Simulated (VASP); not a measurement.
# In4Sb3As (P-43m) in VASP: relaxation of cell and atoms with PBE

Aim: the relaxation of cell and atoms of In4Sb3As with PBE.

All numbers are computed with VASP 6.6.1; they aren't measurements. Logs are shortened: lines on timing, memory, paths and dates and some standing lists are left out, and cuts for length are marked.

### 1 The cell of the first run

The structure is cubic, space group P-43m (No. 215). Conventional cell: a = 6.002 Å, b = 6.002 Å, c = 6.002 Å, α = 90.00°, β = 90.00°, γ = 90.00°. Within 3.4 Å of In (site symmetry 3m) lie 3 Sb at 2.60 Å and 1 As at 2.60 Å. Sb (site symmetry -42m) has 4 In at 2.60 Å within 3.4 Å. Within 3.4 Å of As (site symmetry -43m) lie 4 In at 2.60 Å.

### 2 Relaxation of cell and atoms, PBE

File INCAR:

```
ALGO = Normal ; EDIFF = 1E-6
EDIFFG = -0.04 ; ENCUT = 600
GGA = PE ; IBRION = 2
ISIF = 3 ; ISMEAR = 0
LASPH = True ; LCHARG = False
LREAL = False ; LWAVE = False
NELM = 60 ; NSW = 90
PREC = Accurate ; SIGMA = 0.1
```

File KPOINTS:

```
k-points
0
Gamma
  4 4 4
```

File POSCAR:

```
In4Sb3As
1.0
    6.0017366400      0.0000000000      0.0000000000
    0.0000000000      6.0017366400      0.0000000000
    0.0000000000      0.0000000000      6.0017366400
In Sb As
4 3 1
Direct
    0.2500000000      0.7500000000      0.2500000000
    0.2500000000      0.2500000000      0.7500000000
    0.7500000000      0.7500000000      0.7500000000
    0.7500000000      0.2500000000      0.2500000000
    0.0000000000      0.5000000000      0.5000000000
    0.5000000000      0.5000000000      0.0000000000
    0.5000000000      0.0000000000      0.5000000000
    0.0000000000      0.0000000000      0.0000000000
```

Potentials or basis: VASP PAW PBE potentials, release 64 (In_d, Sb, As).

Launch:

```sh
cat potpaw_PBE.64/In_d/POTCAR potpaw_PBE.64/Sb/POTCAR potpaw_PBE.64/As/POTCAR > POTCAR
mpirun -np 1 vasp_std > vasp.out
```

OUTCAR:

```text
EDIFF = 1E-6
   EDIFFG = -0.04
   ENCUT = 600
   GGA = PE
   IBRION = 2
   ISIF = 3
   ISMEAR = 0
   LASPH = True
   LREAL = False
   NELM = 60
   NSW = 90
   PREC = Accurate

 ion  position               nearest neighbor table
   1  0.250  0.750  0.250-   5 2.60   6 2.60   7 2.60   8 2.60
   2  0.250  0.250  0.750-   5 2.60   6 2.60   7 2.60   8 2.60
   3  0.750  0.750  0.750-   5 2.60   6 2.60   7 2.60   8 2.60
   4  0.750  0.250  0.250-   5 2.60   6 2.60   7 2.60   8 2.60
   5  0.000  0.500  0.500-   1 2.60   2 2.60   3 2.60   4 2.60
   6  0.500  0.500  0.000-   1 2.60   2 2.60   3 2.60   4 2.60
   7  0.500  0.000  0.500-   1 2.60   2 2.60   3 2.60   4 2.60
   8  0.000  0.000  0.000-   1 2.60   2 2.60   3 2.60   4 2.60

  LATTYP: Found a simple cubic cell.
 ALAT       =     6.0017366400

  Lattice vectors:

 A1 = (   6.0017366400,   0.0000000000,   0.0000000000)
 A2 = (   0.0000000000,   6.0017366400,   0.0000000000)
 A3 = (   0.0000000000,   0.0000000000,   6.0017366400)

Analysis of symmetry for initial positions (statically):
=====================================================================
 Subroutine PRICEL returns:
 Original cell was already a primitive cell.

 Routine SETGRP: Setting up the symmetry group for a
 simple cubic supercell.

 Subroutine GETGRP returns: Found 24 space group operations
 (whereof 24 operations were pure point group operations)
 out of a pool of 48 trial point group operations.

The static configuration has the point symmetry T_d .

Analysis of symmetry for dynamics (positions and initial velocities):
=====================================================================
 Subroutine PRICEL returns:
 Original cell was already a primitive cell.

 Routine SETGRP: Setting up the symmetry group for a
 simple cubic supercell.

 Subroutine GETGRP returns: Found 24 space group operations
 (whereof 24 operations were pure point group operations)
 out of a pool of 48 trial point group operations.

The dynamic configuration has the point symmetry T_d .

 Subroutine INISYM returns: Found 24 space group operations
 (whereof 24 operations are pure point group operations),
 and found     1 'primitive' translations

----------------------------------------------------------------------------------------

                                     Primitive cell

  volume of cell :     216.1876

  direct lattice vectors                    reciprocal lattice vectors
     6.001736640  0.000000000  0.000000000     0.166618441  0.000000000  0.000000000
     0.000000000  6.001736640  0.000000000     0.000000000  0.166618441  0.000000000
     0.000000000  0.000000000  6.001736640     0.000000000  0.000000000  0.166618441

  length of vectors
     6.001736640  6.001736640  6.001736640     0.166618441  0.166618441  0.166618441

[... 66 lines left out ...]
   NGXF,Y,Z  is equivalent  to a cutoff of  26.59, 26.59, 26.59 a.u.
 SYSTEM =  unknown system
   PREC   = accura    normal or accurate (medium, high low for compatibility)
   ISTART =      0    job   : 0-new  1-cont  2-samecut
   ICHARG =      2    charge: 1-file 2-atom 10-const
   ISPIN  =      1    spin polarized calculation?
   LNONCOLLINEAR =      F non collinear calculations
   LSORBIT =      F    spin-orbit coupling
   LASPH  =      T    aspherical Exc in radial PAW
   ENCUT  =  600.0 eV  44.10 Ry    6.64 a.u.  11.99 11.99 11.99*2*pi/ulx,y,z
   NELM   =     60;   NELMIN=  2; NELMDL= -5     # of ELM steps
   EDIFF  = 0.1E-05   stopping-criterion for ELM
   LREAL  =      F    real-space projection
   EDIFFG = -.4E-01   stopping-criterion for IOM
   NSW    =     90    number of steps for IOM
   IBRION =      2    ionic relax: 0-MD 1-quasi-New 2-CG
   NFREE  =      1    steps in history (QN), initial steepest desc. (CG)
   ISIF   =      3    stress and relaxation
   ISYM   =      2    0-nonsym 1-usesym 2-fastsym
   POTIM  = 0.5000    time-step for ionic-motion
   TEBEG  =    0.0;   TEEND  =   0.0 temperature during run
   PSTRESS=    0.0 pullay stress
   NELECT =      72.0000    total number of electrons
   NUPDOWN=      -1.0000    fix difference up-down
   EMIN   =  10.00;   EMAX   =-10.00  energy-range for DOS
   EFERMI =   0.00;   METHOD = LEGACY
   ISMEAR =     0;   SIGMA  =   0.10  broadening in eV -4-tet -1-fermi 0-gaus
   EFERMI_NEDOS =   21; number of points for ismear=-14 and -15
   IALGO  =     38    algorithm
   IMIX   =      4    mixing-type and parameters
     AMIX     =   0.40;   BMIX     =  1.00
     AMIX_MAG =   1.60;   BMIX_MAG =  1.00
  volume/ion in A,a.u.               =      27.02       182.36
  Fermi-wavevector in a.u.,A,eV,Ry     =   1.134772  2.144409 17.520334  1.287708
  Thomas-Fermi vector in A             =   2.271477
   LORBIT       =      0    0 simple, 1 ext, 2 COOP (PROOUT), +10 PAW based schemes
   GGA     = PE    functional components
   LHFCALC =     F    Hartree Fock is set to
   AEXX    =    0.0000 exact exchange contribution
   IVDW    =     0    specifies the selected vdW correction
   LEPSILON=     F    determine dielectric tensor
   LRPA    =     F    only Hartree local field effects (RPA)
 conjugate gradient relaxation of ions
 non-spin polarized calculation
 Gauss-broadening in eV      SIGMA  =   0.10
  energy-cutoff  :      600.00
  volume of cell :      216.19
 maximum number of plane-waves:      7248
 NGX is ok and might be reduce to    48
   NGX = 23   NGY = 23   NGZ = 23

--------------------------------------- Ionic step        1  -------------------------------------------

 number of electron      72.0000057 magnetization

 Free energy of the ion-electron system (eV)
  ---------------------------------------------------
  ext. energy  EPLUGINS =         0.00000000
  ---------------------------------------------------
  free energy    TOTEN  =       -25.44829627 eV

  energy without entropy =      -25.44789935  energy(sigma->0) =      -25.44809781

 E-fermi :   7.2644     XC(G=0):  -9.5823

 val. band max:        7.1059300973   @ k =   0.0000   0.0000   0.0000
 cond. band min:       7.3904185670   @ k =   0.5000   0.5000   0.5000
 fundamental gap:      0.2844884697
 Fermi energy:         7.2643671899

 k-point     1 :       0.0000    0.0000    0.0000
  band No.  band energies     occupation
      1      -8.2097      2.00000
      2      -8.2097      2.00000
      3      -8.1427      2.00000
      4      -8.0135      2.00000
      5      -8.0135      2.00000
      6      -8.0135      2.00000
[... 658 lines left out ...]
--------------------------------------- Ionic step        6  -------------------------------------------

 number of electron      71.9999986 magnetization

 Free energy of the ion-electron system (eV)
  ---------------------------------------------------
  ext. energy  EPLUGINS =         0.00000000
  ---------------------------------------------------
  free energy    TOTEN  =       -28.43610151 eV

  energy without entropy =      -28.43250814  energy(sigma->0) =      -28.43430482

 E-fermi :   4.2716     XC(G=0):  -8.4720

 val. band max:        4.2637753873   @ k =   0.5000   0.5000   0.5000
 cond. band min:       4.2736367743   @ k =   0.0000   0.0000   0.0000
 fundamental gap:      0.0098613871
 Fermi energy:         4.2716065502

 k-point     1 :       0.0000    0.0000    0.0000
  band No.  band energies     occupation
      1     -10.2649      2.00000
      2     -10.2421      2.00000
      3     -10.2421      2.00000
      4     -10.1739      2.00000
      5     -10.1739      2.00000
      6     -10.1739      2.00000
[... 484 lines left out ...]
  FREE ENERGIE OF THE ION-ELECTRON SYSTEM (eV)
  ---------------------------------------------------
  free  energy   TOTEN  =       -28.4361015057 eV

  energy  without entropy=      -28.4325081385  energy(sigma->0) =      -28.43430482

 reached required accuracy - stopping structural energy minimisation
```

OSZICAR:

```text
N       E                     dE             d eps       ncg     rms          rms(c)
DAV:   1     0.739656780007E+03    0.73966E+03   -0.35032E+04   860   0.210E+03
DAV:   2     0.679347517815E+02   -0.67172E+03   -0.66055E+03   892   0.506E+02
DAV:   3    -0.212002998540E+02   -0.89135E+02   -0.85348E+02   970   0.197E+02
[... 66 lines left out ...]
DAV:   5    -0.284361384361E+02    0.30547E-04   -0.34583E-04  1154   0.141E-01    0.159E-01
DAV:   6    -0.284361212665E+02    0.17170E-04   -0.48752E-05  1175   0.643E-02    0.723E-02
DAV:   7    -0.284361004418E+02    0.20825E-04   -0.14948E-04  1149   0.136E-01    0.294E-02
DAV:   8    -0.284361015676E+02   -0.11258E-05   -0.13426E-05   996   0.231E-02    0.147E-02
DAV:   9    -0.284361015057E+02    0.61844E-07   -0.45528E-07   499   0.454E-03
   6 F= -.28436102E+02 E0= -.28434305E+02  d E =-.387907E-01
```

Run time: 11 min. Hardware: 1 thread of Intel Xeon Platinum 8259CL at 2.50GHz (Skylake/Cascade Lake), shared host; peak memory 0.4 GiB.

What came out:

- Free energy: -28.4361 eV
- Relaxed volume: 34.82 Å³/atom
- Relaxed cell: a = 6.531 Å, b = 6.531 Å, c = 6.531 Å, α = 90.00°, β = 90.00°, γ = 90.00°
- Space group after relaxing (to 0.1 Å): P-43m (No. 215)
- Energy gained by relaxing: 373.5 meV/atom
- Ionic steps: 6
- Pressure after relaxing: -0.1 GPa
- Band gap on the k mesh: zero (bands 36 and 37 overlap by 0.01 eV)

Step by step:
```tsv
step	energy change (eV)	largest force (eV/Å)	pressure (GPa)	volume (Å³)
1	0.0000	1.3742	18.44	216.19
2	-2.1699	0.0882	-4.33	328.81
3	-2.9494	0.3886	-0.09	279.15
4	-2.9490	0.3763	-0.27	280.52
5	-2.9719	0.2430	-0.21	279.76
6	-2.9878	0.0198	-0.08	278.56
```

Final structure:
```
In Sb As
1.0
     6.53088    0.00000    0.00000
     0.00000    6.53088    0.00000
     0.00000    0.00000    6.53088
In Sb As
4 3 1
Cartesian
  1.5792 4.9516 1.5792
  1.5792 1.5792 4.9516
  4.9516 4.9516 4.9516
  4.9516 1.5792 1.5792
  6.5309 3.2654 3.2654
  3.2654 3.2654 6.5309
  3.2654 0.0000 3.2654
  6.5309 0.0000 0.0000
```

Levels at points of the mesh, in eV from the Fermi level:
```
           k point  band 33  band 34  band 35  band 36  band 37  band 38  band 39  band 40
(0.00, 0.00, 0.00)    -2.00    -0.68     0.00     0.00     0.00     1.43     1.43     1.48
(0.50, 0.00, 0.00)    -1.44    -1.44    -1.13    -1.13     1.62     1.80     2.24     2.48
(0.50, 0.50, 0.00)    -1.13    -1.13    -0.88    -0.71     1.67     1.89     2.16     2.16
(0.50, 0.50, 0.50)    -0.82    -0.82    -0.66    -0.66    -0.01     0.64     0.64     0.64
```

Caveat: the volume moved by over 15 % at a fixed basis, so the end points are rough; semilocal functionals underestimate gaps, and a narrow one can read as zero; spin-orbit coupling is left out, which moves the levels of the heavy elements.
